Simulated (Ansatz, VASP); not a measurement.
Pt2Au in VASP and in Ansatz

```
Au Pt
1.0
     2.80800    0.00000    0.00000
    -1.40400    2.43180    0.00000
     0.00000    0.00000   20.58540
Au Pt
1 2
Direct
  0.16667 0.33333 0.38778
  0.50000 0.00000 0.50000
  0.83333 0.66667 0.61222
```

Alike in both runs: task single point; functional PBE; k mesh 13 × 13 × 1; occupations fermi-dirac, width 0.08 eV; no spin polarisation.

```csv
,VASP,Ansatz
version,VASP 6.6.1,Ansatz 0.2.0
potentials or method,"VASP PAW PBE potentials, release 64 (Au, Pt), cutoff 520 eV","all-electron LAPW, scalar-relativistic"
```

Ansatz gave:

| Quantity | Value |
| --- | --- |
| rms of the force components (eV/Å) | 0.298 |

Question: Which values does VASP return?

Answer: rms of the force components (eV/Å): 0.295.

Atom by atom the forces differ by 0.011 eV/Å (rms over components). Ansatz ran all-electron here, and VASP with PAW potentials.

Neither program's run includes spin-orbit coupling.
